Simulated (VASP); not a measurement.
Wanted: the native input for a VASP 6.6.1 run.

* Task: relaxation of cell and atoms
* Functional: PBEsol
* Potentials or basis: VASP PAW PBE potentials, release 64 (Sr_sv, O)
* Cutoff: 600 eV
* k mesh: 6 × 6 × 4
* Occupations: fermi-dirac, width 0.02 eV
* Spin: no spin polarisation
* Dipole correction: no
* Further INCAR settings: ALGO = Normal; EDIFF = 1e-06; IBRION = 2; EDIFFG = -0.005; NSW = 80; ISIF = 3

The structure of SrO lies in POSCAR:

```
SrO
1.0
    4.2895703072      0.0000000000      0.0000000000
   -2.1447851536      3.7148768573      0.0000000000
    0.0000000000      0.0000000000      5.1831991123
Sr O
2 2
Direct
    0.3333333333      0.6666666667      0.9375089398
    0.6666666667      0.3333333333      0.4375089398
    0.3333333333      0.6666666667      0.4374910602
    0.6666666667      0.3333333333      0.9374910602
```

One way to write it, as run:

INCAR

```
ALGO = Normal ; EDIFF = 1E-6
EDIFFG = -0.005 ; ENCUT = 600
GGA = PS ; IBRION = 2
ISIF = 3 ; ISMEAR = -1
LASPH = True ; LCHARG = False
LREAL = False ; LWAVE = False
NELM = 80 ; NSW = 80
PREC = Accurate ; SIGMA = 0.02
```

KPOINTS

```
k-points
0
Gamma
  6 6 4
```

Potentials or basis: VASP PAW PBE potentials, release 64 (Sr_sv, O).

Launch:

```sh
$ cat potpaw_PBE.64/Sr_sv/POTCAR potpaw_PBE.64/O/POTCAR > POTCAR
$ mpirun -np 1 vasp_std > vasp.out
```

It gave:

```json
{
 "Relaxed volume": "19.97 Å³/atom",
 "Relaxed cell": "a = 4.245 Å, b = 4.245 Å, c = 5.119 Å, α = 90.00°, β = 90.00°, γ = 120.00°",
 "Space group after relaxing (to 0.1 Å)": "P6_3/mmc (No. 194)",
 "Energy gained by relaxing": "5.2 meV/atom",
 "Ionic steps": "3",
 "Pressure after relaxing": "0.0 GPa",
 "Band gap on the k mesh": "2.57 eV"
}
```

Caveat: the PAW data sets were made with another functional, which shifts forces and pressure a little.

It took 5.7 min on 1 thread of Intel Xeon 8259CL (shared host), peak memory 0.25 GiB.
